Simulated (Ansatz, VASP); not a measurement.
Two plane-wave programs on Al5GaAs6

File INCAR:

```
SYSTEM = Al5GaAs6
PREC = Accurate
ENCUT = 600
EDIFF = 1E-6
ISMEAR = 0
SIGMA = 0.02
LREAL = .False.
LASPH = .True.
NELM = 80
ALGO = Normal
ISIF = 3
LWAVE = .False.
LCHARG = .False.
GGA = PE
IBRION = 2
NSW = 100
EDIFFG = -0.01
```

KPOINTS

```
Automatic mesh
0
Gamma
  8 8 2
  0 0 0
```

File POSCAR:

```
Al5GaAs6
1.0
    4.0734647878      0.0000000000      0.0000000000
    0.0000000000      4.0734647878      0.0000000000
    0.0000000000      0.0000000000     17.0015199633
Al Ga As
5 1 6
Direct
    0.0000000000      0.0000000000      0.6669064511
    0.5000000000      0.5000000000      0.8334337632
    0.0000000000      0.0000000000      0.0000000000
    0.5000000000      0.5000000000      0.1665662368
    0.0000000000      0.0000000000      0.3330935489
    0.5000000000      0.5000000000      0.5000000000
    0.5000000000      0.0000000000      0.9167362899
    0.0000000000      0.5000000000      0.0832637101
    0.5000000000      0.0000000000      0.2498478674
    0.0000000000      0.5000000000      0.4159164284
    0.5000000000      0.0000000000      0.5840835716
    0.0000000000      0.5000000000      0.7501521326
```

Input for Ansatz:

```yaml
crystal:
  lattice:
    - [4.0734647878, 0.0, 0.0]
    - [0.0, 4.0734647878, 0.0]
    - [0.0, 0.0, 17.0015199633]
  atoms:
    - { symbol: Al, position: [0.0, 0.0, 0.6669064511] }
    - { symbol: Al, position: [0.5, 0.5, 0.8334337632] }
    - { symbol: Al, position: [0.0, 0.0, 0.0] }
    - { symbol: Al, position: [0.5, 0.5, 0.1665662368] }
    - { symbol: Al, position: [0.0, 0.0, 0.3330935489] }
    - { symbol: Ga, position: [0.5, 0.5, 0.5] }
    - { symbol: As, position: [0.5, 0.0, 0.9167362899] }
    - { symbol: As, position: [0.0, 0.5, 0.0832637101] }
    - { symbol: As, position: [0.5, 0.0, 0.2498478674] }
    - { symbol: As, position: [0.0, 0.5, 0.4159164284] }
    - { symbol: As, position: [0.5, 0.0, 0.5840835716] }
    - { symbol: As, position: [0.0, 0.5, 0.7501521326] }
basis:
  ecutwfc: 420
kpoints:
  mp_grid: { grid: [8, 8, 2] }
hamiltonian:
  xc: pbe
scf:
  occupations: { method: gaussian, width: 0.02 }
output:
  forces: true
  stress: true
  eigenvalues: true
relax:
  adjacent_minimum: "off"
  f_tol: 0.01
  max_steps: 80
  cell: { stress_tol: 0.05 }
```

Alike in both runs: task relaxation of cell and atoms; functional PBE; k mesh 8 × 8 × 2; occupations gaussian, width 0.02 eV; no spin polarisation.

```csv
,VASP,Ansatz
version,VASP 6.6.1,Ansatz 0.2.0
potentials or method,"VASP PAW PBE potentials, release 64 (Al, Ga_d, As), cutoff 600 eV","scalar-relativistic, plane waves, PAW"
valence electrons in the cell,58,118
```

|  | VASP | Ansatz | Ansatz less VASP |
| --- | --- | --- | --- |
| gap on the k mesh at the Fermi level, each at its own relaxed structure (eV) | 1.39 | 1.40 | +0.011 |
| relaxed volume (Å³/atom) | 23.58 | 23.53 | -0.050 |
| relaxed length of the cell vector where the two differ most in proportion (Å) | 17.195 | 17.182 | -0.0136 |

VASP's potentials hold 58 valence electrons a cell and Ansatz's 118, so a difference there can come from the potentials and not from the codes.
